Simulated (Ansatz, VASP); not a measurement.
**Two plane-wave programs on V4N**

Contents of INCAR:

```
ALGO = Normal ; EDIFF = 1E-6
EDIFFG = -0.04 ; ENCUT = 600
GGA = PE ; IBRION = 2
ISIF = 3 ; ISMEAR = 0
ISPIN = 2 ; LASPH = T
LCHARG = F ; LMAXMIX = 4
LORBIT = 11 ; LREAL = F
LWAVE = F ; MAGMOM = 2 2 2 -2 0
NELM = 150 ; NSW = 90
PREC = Accurate ; SIGMA = 0.1
```

The input KPOINTS:

```
k-points
0
Gamma
  4 4 4
```

The input POSCAR:

```
V4N
1.0
    4.5922440400      0.0000000000      0.0000000000
    0.0000000000      4.5922440400      0.0000000000
    0.0000000000      0.0000000000      4.5922440400
V N
4 1
Direct
    0.2500000000      0.2500000000      0.2500000000
    0.7500000000      0.7500000000      0.2500000000
    0.7500000000      0.2500000000      0.7500000000
    0.2500000000      0.7500000000      0.7500000000
    0.0000000000      0.0000000000      0.0000000000
```

Input for Ansatz:

```yaml
crystal:
  lattice:
    - [4.59224404, 0.0, 0.0]
    - [0.0, 4.59224404, 0.0]
    - [0.0, 0.0, 4.59224404]
  atoms:
    - { symbol: V, position: [0.25, 0.25, 0.25], spin: 2.0 }
    - { symbol: V, position: [0.75, 0.75, 0.25], spin: 2.0 }
    - { symbol: V, position: [0.75, 0.25, 0.75], spin: 2.0 }
    - { symbol: V, position: [0.25, 0.75, 0.75], spin: -2.0 }
    - { symbol: "N", position: [0.0, 0.0, 0.0] }
basis:
  ecutwfc: 420
kpoints:
  mp_grid: { grid: [4, 4, 4] }
hamiltonian:
  xc: pbe
scf:
  occupations: { method: gaussian, width: 0.1 }
  lower_state_search: "off"
output:
  forces: true
  stress: true
  eigenvalues: true
  populations: true
magnetization:
  spin_polarized: true
relax:
  adjacent_minimum: "off"
  f_tol: 0.04
  max_steps: 70
  cell: { stress_tol: 0.4 }
```

Change from the starting cell: ordered vacancies on the anion sites of cuprite (P-43m, No. 215).

Alike in both runs: task relaxation of cell and atoms; functional PBE; k mesh 4 × 4 × 4; occupations gaussian, width 0.1 eV; collinear spin.

|  | VASP | Ansatz |
| --- | --- | --- |
| version | VASP 6.6.1 | Ansatz 0.2.0 |
| potentials or method | VASP PAW PBE potentials, release 64 (V_sv, N), cutoff 600 eV | scalar-relativistic, plane waves, PAW |
| valence electrons in the cell | 57 | 57 |

|  | VASP | Ansatz | Ansatz less VASP |
| --- | --- | --- | --- |
| gap on the k mesh at the Fermi level, each at its own relaxed structure (eV) | none | none | - |
| net moment per atom (μB) | 0.00 | 0.00 | 0.000 |
| relaxed volume (Å³/atom) | 13.22 | 13.19 | -0.025 |
| relaxed cell length with the largest relative difference (Å) | 4.043 | 4.041 | -0.0026 |

A gap of «none» marks a metal or a gap that the smearing closes. Ansatz's warnings: seeded moment not kept.

Noted on VASP's run: the volume moved by over 15 % at a fixed basis, so the end points are rough.
